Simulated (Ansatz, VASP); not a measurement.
## Ag in VASP and in Ansatz

```xyz
2
Lattice="2.8803 0.0000 0.0000 -1.4402 2.4944 0.0000 0.0000 0.0000 4.7088" Properties=species:S:1:pos:R:3 pbc="T T T"
Ag    0.0000    1.6630    1.1772
Ag    1.4402    0.8315    3.5316
```

Change from the starting cell: volume scaled by 0.95.

Alike in both runs: task single point; functional PBE; k mesh 13 × 13 × 7; occupations fermi-dirac, width 0.03 eV; no spin polarisation.

```csv
,VASP,Ansatz
version,VASP 6.6.1,Ansatz 0.2.0
potentials or method,"VASP PAW PBE potentials, release 64 (Ag), cutoff 500 eV","all-electron LAPW, scalar-relativistic"
```

|  | VASP | Ansatz | Ansatz less VASP |
| --- | --- | --- | --- |
| pressure (GPa) | 5.6 | 5.7 | +0.10 |
| traceless stress, the component that is largest in VASP (GPa) | 1.26 | 1.27 | +0.010 |

Ansatz ran all-electron here, and VASP with PAW potentials.
